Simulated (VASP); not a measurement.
Crystal: Rh.

```xyz
2
Lattice="2.6752 0.0000 0.0000 -1.3376 2.3168 0.0000 0.0000 0.0000 4.3381" Properties=species:S:1:pos:R:3 pbc="T T T"
Rh    0.0000    1.5445    1.0845
Rh    1.3376    0.7723    3.2536
```

Program: VASP 6.6.1. Alike in all runs: task single point; no spin polarisation; cell as given; k mesh 11 × 11 × 6; cutoff (eV) 520; smearing fermi-dirac 0.05 eV.

Q: Order these runs on this cell by their pressure, lowest first.
A. level LDA; potentials or basis VASP PAW LDA potentials, release 64 (Rh_pv)
B. level r2SCAN; potentials or basis VASP PAW PBE potentials, release 64 (Rh_pv)
C. level PBEsol; potentials or basis VASP PAW PBE potentials, release 64 (Rh_pv)
D. level PBE; potentials or basis VASP PAW PBE potentials, release 64 (Rh_pv)

A: A (-2.9 GPa), C (2.4 GPa), B (8.4 GPa), D (13.8 GPa).

Caveats: the PAW data sets were made with another functional, which shifts forces and pressure a little (some runs).
